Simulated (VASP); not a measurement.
# In3SbAs4 (I-42m) in VASP: single point with PBEsol

Aim: the single point of In3SbAs4 with PBEsol.

Everything below comes from runs of VASP 6.6.1. Logs are shortened: lines on timing, memory, paths and dates and some standing lists are left out, and cuts for length are marked.

## 1. The cell of the first run

Symmetry: I-42m, No. 121, tetragonal system. The conventional cell has a = 6.209 Å, b = 6.209 Å, c = 12.366 Å, α = 90.00°, β = 90.00°, γ = 90.00°. In (site symmetry -42m) has 4 As at 2.64 Å within 3.5 Å. In (site symmetry -4) has 4 As at 2.66 Å within 3.5 Å. Sb (site symmetry -42m) has 4 As at 2.78 Å within 3.7 Å. As (site symmetry m) has 3 In at 2.64 to 2.66 Å and 1 Sb at 2.78 Å within 3.5 Å.

## 2. Single point, PBEsol

INCAR

```
SYSTEM = In3SbAs4
  ALGO = Normal
  EDIFF = 1E-6
  ENCUT = 520
  GGA = PS
  ISIF = 2
  ISMEAR = -1
  LASPH = .TRUE.
  LCHARG = .FALSE.
  LREAL = .FALSE.
  LWAVE = .FALSE.
  NBANDS = 42
  NELM = 100
  PREC = Accurate
  SIGMA = 0.03
```

KPOINTS

```
k-points
0
G
  6 6 6
  0 0 0
```

POSCAR

```
In3SbAs4
1.0
   -3.1044306094      3.1044306094      6.1829570303
    3.1044306094     -3.1044306094      6.1829570303
    3.1044306094      3.1044306094     -6.1829570303
In Sb As
3 1 4
Direct
    0.5000000000      0.5000000000      0.0000000000
    0.7500000000      0.2500000000      0.5000000000
    0.2500000000      0.7500000000      0.5000000000
    0.0000000000      0.0000000000      0.0000000000
    0.6113725451      0.1311525477      0.0000000000
    0.1311525477      0.6113725451      0.0000000000
    0.3886274549      0.3886274549      0.5197800026
    0.8688474523      0.8688474523      0.4802199974
```

Potentials or basis: VASP PAW PBE potentials, release 64 (In_d, Sb, As).

Launch:

```
$ cat potpaw_PBE.64/In_d/POTCAR potpaw_PBE.64/Sb/POTCAR potpaw_PBE.64/As/POTCAR > POTCAR
$ mpirun -np 1 vasp_std > vasp.out
```

OUTCAR:

```text
SYSTEM = In3SbAs4
   EDIFF = 1E-6
   ENCUT = 520
   GGA = PS
   ISIF = 2
   ISMEAR = -1
   LASPH = .TRUE.
   LREAL = .FALSE.
   NELM = 100
   PREC = Accurate

 ion  position               nearest neighbor table
   1  0.500  0.500  0.000-   5 2.64   6 2.64   7 2.64   8 2.64
   2  0.750  0.250  0.500-   8 2.66   5 2.66   6 2.66   7 2.66
   3  0.250  0.750  0.500-   8 2.66   6 2.66   5 2.66   7 2.66
   4  0.000  0.000  0.000-   7 2.78   5 2.78   6 2.78   8 2.78
   5  0.611  0.131  0.000-   1 2.64   2 2.66   3 2.66   4 2.78
   6  0.131  0.611  0.000-   1 2.64   3 2.66   2 2.66   4 2.78
   7  0.389  0.389  0.520-   1 2.64   2 2.66   3 2.66   4 2.78
   8  0.869  0.869  0.480-   1 2.64   2 2.66   3 2.66   4 2.78

  LATTYP: Found a body centered tetragonal cell.
 ALAT       =     6.2088612188
 C/A-ratio  =     1.9916557360

  Lattice vectors:

 A1 = (  -3.1044306094,   3.1044306094,   6.1829570303)
 A2 = (   3.1044306094,  -3.1044306094,   6.1829570303)
 A3 = (   3.1044306094,   3.1044306094,  -6.1829570303)

Analysis of symmetry for initial positions (statically):
=====================================================================
 Subroutine PRICEL returns:
 Original cell was already a primitive cell.

 Routine SETGRP: Setting up the symmetry group for a
 body centered tetragonal supercell.

 Subroutine GETGRP returns: Found  8 space group operations
 (whereof  8 operations were pure point group operations)
 out of a pool of 16 trial point group operations.

The static configuration has the point symmetry D_2d.

Analysis of symmetry for dynamics (positions and initial velocities):
=====================================================================
 Subroutine PRICEL returns:
 Original cell was already a primitive cell.

 Routine SETGRP: Setting up the symmetry group for a
 body centered tetragonal supercell.

 Subroutine GETGRP returns: Found  8 space group operations
 (whereof  8 operations were pure point group operations)
 out of a pool of 16 trial point group operations.

The dynamic configuration has the point symmetry D_2d.

 Subroutine INISYM returns: Found  8 space group operations
 (whereof  8 operations are pure point group operations),
 and found     1 'primitive' translations

----------------------------------------------------------------------------------------

                                     Primitive cell

  volume of cell :     238.3527

  direct lattice vectors                    reciprocal lattice vectors
    -3.104430609  3.104430609  6.182957030     0.000000000  0.161060131  0.080867455
     3.104430609 -3.104430609  6.182957030     0.161060131  0.000000000  0.080867455
     3.104430609  3.104430609 -6.182957030     0.161060131  0.161060131  0.000000000

  length of vectors
     7.583135002  7.583135002  7.583135002     0.180221838  0.180221838  0.227773421

  position of ions in fractional coordinates (direct lattice)
     0.500000000  0.500000000  0.000000000
     0.750000000  0.250000000  0.500000000
     0.250000000  0.750000000  0.500000000
     0.000000000  0.000000000  0.000000000
     0.611372545  0.131152548  0.000000000
     0.131152548  0.611372545  0.000000000
     0.388627455  0.388627455  0.519780003
     0.868847452  0.868847452  0.480219997

  ion indices of the primitive-cell ions
   primitive index   ion index
                 1           1
                 2           2
                 3           3
                 4           4
                 5           5
                 6           6
                 7           7
                 8           8

----------------------------------------------------------------------------------------

 KPOINTS: k-points

Automatic generation of k-mesh.
 Grid dimensions read from file:
 generate k-points for:    6    6    6

 Generating k-lattice:

  Cartesian coordinates                     Fractional coordinates (reciprocal lattice)
     0.000000000  0.026843355  0.013477909     0.166666667  0.000000000  0.000000000
     0.026843355  0.000000000  0.013477909     0.000000000  0.166666667  0.000000000
     0.026843355  0.026843355  0.000000000     0.000000000  0.000000000  0.166666667

  Length of vectors
     0.030036973  0.030036973  0.037962237

  Shift w.r.t. Gamma in fractional coordinates (k-lattice)
     0.000000000  0.000000000  0.000000000

 Subroutine IBZKPT returns following result:
 ===========================================

 Found     30 irreducible k-points:

 Following reciprocal coordinates:
            Coordinates               Weight
  0.000000  0.000000  0.000000      1.000000
  0.166667  0.000000  0.000000      8.000000
  0.333333  0.000000 -0.000000      8.000000
  0.500000  0.000000  0.000000      4.000000
  0.166667  0.166667 -0.000000      8.000000
  0.333333  0.166667  0.000000     16.000000
[... 16 lines left out ...]
 -0.333333 -0.333333  0.166667      8.000000
 -0.166667 -0.333333  0.166667      8.000000
 [... further k-points ...]
   k-points           NKPTS =     30   k-points in BZ     NKDIM =     30   number of bands    NBANDS=     42
   number of dos      NEDOS =    301   number of ions     NIONS =      8
   total plane-waves  NPLWV = 175616
   dimension x,y,z NGX =    56 NGY =   56 NGZ =   56
   dimension x,y,z NGXF=   112 NGYF=  112 NGZF=  112
   ions per type =               3   1   4
   NGX,Y,Z   is equivalent  to a cutoff of  12.28, 12.28, 12.28 a.u.
   NGXF,Y,Z  is equivalent  to a cutoff of  24.55, 24.55, 24.55 a.u.
 SYSTEM =  In3SbAs4
   PREC   = accura    normal or accurate (medium, high low for compatibility)
   ISTART =      0    job   : 0-new  1-cont  2-samecut
   ICHARG =      2    charge: 1-file 2-atom 10-const
   ISPIN  =      1    spin polarized calculation?
   LNONCOLLINEAR =      F non collinear calculations
   LSORBIT =      F    spin-orbit coupling
   LASPH  =      T    aspherical Exc in radial PAW
   ENCUT  =  520.0 eV  38.22 Ry    6.18 a.u.  14.10 14.10 14.10*2*pi/ulx,y,z
   NELM   =    100;   NELMIN=  2; NELMDL= -5     # of ELM steps
   EDIFF  = 0.1E-05   stopping-criterion for ELM
   LREAL  =      F    real-space projection
   EDIFFG = 0.1E-04   stopping-criterion for IOM
   NSW    =      0    number of steps for IOM
   IBRION =     -1    ionic relax: 0-MD 1-quasi-New 2-CG
   NFREE  =      0    steps in history (QN), initial steepest desc. (CG)
   ISIF   =      2    stress and relaxation
   ISYM   =      2    0-nonsym 1-usesym 2-fastsym
   POTIM  = 0.5000    time-step for ionic-motion
   TEBEG  =    0.0;   TEEND  =   0.0 temperature during run
   PSTRESS=    0.0 pullay stress
   NELECT =      64.0000    total number of electrons
   NUPDOWN=      -1.0000    fix difference up-down
   EMIN   =  10.00;   EMAX   =-10.00  energy-range for DOS
   EFERMI =   0.00;   METHOD = LEGACY
   ISMEAR =    -1;   SIGMA  =   0.03  broadening in eV -4-tet -1-fermi 0-gaus
   EFERMI_NEDOS =   21; number of points for ismear=-14 and -15
   IALGO  =     38    algorithm
   IMIX   =      4    mixing-type and parameters
     AMIX     =   0.40;   BMIX     =  1.00
     AMIX_MAG =   1.60;   BMIX_MAG =  1.00
  volume/ion in A,a.u.               =      29.79       201.06
  Fermi-wavevector in a.u.,A,eV,Ry     =   1.056156  1.995846 15.176832  1.115466
  Thomas-Fermi vector in A             =   2.191381
   LORBIT       =      0    0 simple, 1 ext, 2 COOP (PROOUT), +10 PAW based schemes
   GGA     = PS    functional components
   LHFCALC =     F    Hartree Fock is set to
   AEXX    =    0.0000 exact exchange contribution
   IVDW    =     0    specifies the selected vdW correction
   LEPSILON=     F    determine dielectric tensor
   LRPA    =     F    only Hartree local field effects (RPA)
 non-spin polarized calculation
  energy-cutoff  :      520.00
  volume of cell :      238.35
 maximum number of plane-waves:      6451
   NGX = 29   NGY = 29   NGZ = 29

 number of electron      63.9999986 magnetization

 Free energy of the ion-electron system (eV)
  ---------------------------------------------------
  ext. energy  EPLUGINS =         0.00000000
  ---------------------------------------------------
  free energy    TOTEN  =       -33.85844411 eV

  energy without entropy =      -33.85378224  energy(sigma->0) =      -33.85611318

 E-fermi :   4.8158     XC(G=0):  -8.9838

 val. band max:        4.8105353374   @ k =  -0.1667  -0.1667   0.1667
 cond. band min:       4.8213181718   @ k =   0.5000   0.5000   0.5000
 fundamental gap:      0.0107828345
 Fermi energy:         4.8158352699

 k-point     1 :       0.0000    0.0000    0.0000
  band No.  band energies     occupation
      1     -10.4960      2.00000
      2     -10.4787      2.00000
      3     -10.4787      2.00000
      4     -10.3718      2.00000
      5     -10.3718      2.00000
      6     -10.3284      2.00000
[... 34 lines left out ...]
     41       7.8446      0.00000
     42       8.2465      0.00000

 k-point     2 :       0.1667    0.0000    0.0000
  band No.  band energies     occupation
      1     -10.4918      2.00000
      2     -10.4788      2.00000
      3     -10.4737      2.00000
      4     -10.3800      2.00000
      5     -10.3704      2.00000
      6     -10.3341      2.00000
[... 34 lines left out ...]
     41       8.1589      0.00000
     42       8.4220      0.00000

 k-point     3 :       0.3333    0.0000   -0.0000
  band No.  band energies     occupation
      1     -10.4859      2.00000
      2     -10.4753      2.00000
      3     -10.4593      2.00000
      4     -10.4009      2.00000
      5     -10.3671      2.00000
      6     -10.3474      2.00000
[... 34 lines left out ...]
     41       8.5076      0.00000
     42       8.6608      0.00000

 k-point     4 :       0.5000    0.0000    0.0000
  band No.  band energies     occupation
      1     -10.4849      2.00000
      2     -10.4713      2.00000
      3     -10.4441      2.00000
      4     -10.4190      2.00000
      5     -10.3609      2.00000
      6     -10.3596      2.00000
[... 844 lines left out ...]
     41       8.1754      0.00000
     42       8.4834      0.00000

 k-point    23 :      -0.3333   -0.3333    0.1667
  band No.  band energies     occupation
      1     -10.4911      2.00000
      2     -10.4738      2.00000
      3     -10.4732      2.00000
      4     -10.3885      2.00000
      5     -10.3667      2.00000
      6     -10.3386      2.00000
[... 34 lines left out ...]
     41       8.0276      0.00000
     42       9.0677      0.00000

 k-point    24 :      -0.1667   -0.3333    0.1667
  band No.  band energies     occupation
      1     -10.4896      2.00000
      2     -10.4810      2.00000
      3     -10.4764      2.00000
      4     -10.3786      2.00000
      5     -10.3685      2.00000
      6     -10.3337      2.00000
[... 34 lines left out ...]
     41       7.7981      0.00000
     42       9.3998      0.00000

 [... further k-points ...]
[... 5 lines left out ...]
  --------------------------------------------------------------------------------------
  -------------------------------------------------------------------------------------
  Total        0.1190203      0.1190203      0.1788559      0.0000000      0.0000000      0.0000000
  in kB        0.8000399      0.8000399      1.2022473      0.0000000      0.0000000      0.0000000
  external PRESSURE =       0.9341091 kB  Pullay stress =       0.0000000 kB

 VOLUME and BASIS-vectors are now :
 -----------------------------------------------------------------------------
  energy-cutoff  :      520.00
  volume of cell :      238.35
      direct lattice vectors                 reciprocal lattice vectors
    -3.104430609  3.104430609  6.182957030     0.000000000  0.161060131  0.080867455
     3.104430609 -3.104430609  6.182957030     0.161060131  0.000000000  0.080867455
     3.104430609  3.104430609 -6.182957030     0.161060131  0.161060131  0.000000000

 POSITION                                       TOTAL-FORCE (eV/Angst)
 -----------------------------------------------------------------------------------
      0.00000      0.00000      6.18296         0.000000      0.000000      0.000000
     -0.00000      3.10443      3.09148        -0.000000      0.000000      0.000000
      3.10443     -0.00000      3.09148        -0.000000      0.000000     -0.000000
      0.00000      0.00000      0.00000         0.000000      0.000000      0.000000
     -1.49081      1.49081      4.59100         0.002820     -0.002820     -0.003215
      1.49081     -1.49081      4.59100        -0.002820      0.002820     -0.003215
      1.61362      1.61362      1.59196         0.002820      0.002820      0.003215
      1.49081      1.49081      7.77491        -0.002820     -0.002820      0.003215
 -----------------------------------------------------------------------------------
    total drift:                                0.000002      0.000002      0.000002

  FREE ENERGIE OF THE ION-ELECTRON SYSTEM (eV)
  ---------------------------------------------------
  free  energy   TOTEN  =       -33.8584441150 eV

  energy  without entropy=      -33.8537822373  energy(sigma->0) =      -33.85611318
```

It took 10 min on 1 thread of Oxide Virtual Turin-like, shared host; peak memory 0.57 GiB.

What came out:

| Item | Value |
| --- | --- |
| Free energy | -33.8584 eV |
| Pressure | 0.1 GPa |
| Largest force | 0.005 eV/Å |
| Band gap on the k mesh | zero (band 32 reaches 4.92 eV, above the bottom of band 33 at 4.35 eV) |

Forces in eV/Å, atoms in the order of the input:
```
In   0.000  0.000  0.000
In   0.000  0.000  0.000
In   0.000  0.000  0.000
Sb   0.000  0.000  0.000
As   0.003 -0.003 -0.003
As  -0.003  0.003 -0.003
As   0.003  0.003  0.003
As  -0.003 -0.003  0.003
```

Levels at points of the mesh, in eV from the Fermi level:
```
           k point  band 28  band 29  band 30  band 31  band 32  band 33  band 34  band 35  band 36  band 37
(0.00, 0.00, 0.00)    -3.41    -2.34    -1.29    -1.26    -1.26    -0.08     0.25     1.44     1.44     1.90
(0.50, 0.00, 0.00)    -2.92    -2.92    -2.43    -2.21     0.10     0.87     0.98     1.50     1.89     2.08
(0.50, 0.50, 0.00)    -2.39    -2.08    -2.03    -1.92    -1.52    -0.46     0.30     1.27     1.89     2.29
(0.50, 0.50, 0.50)    -2.70    -2.70    -2.47    -2.47    -0.66     0.01     0.01     0.09     0.96     1.10
```

Caveat: the PAW data sets were made with another functional, which shifts forces and pressure a little; spin-orbit coupling is left out, which moves the levels of the heavy elements.
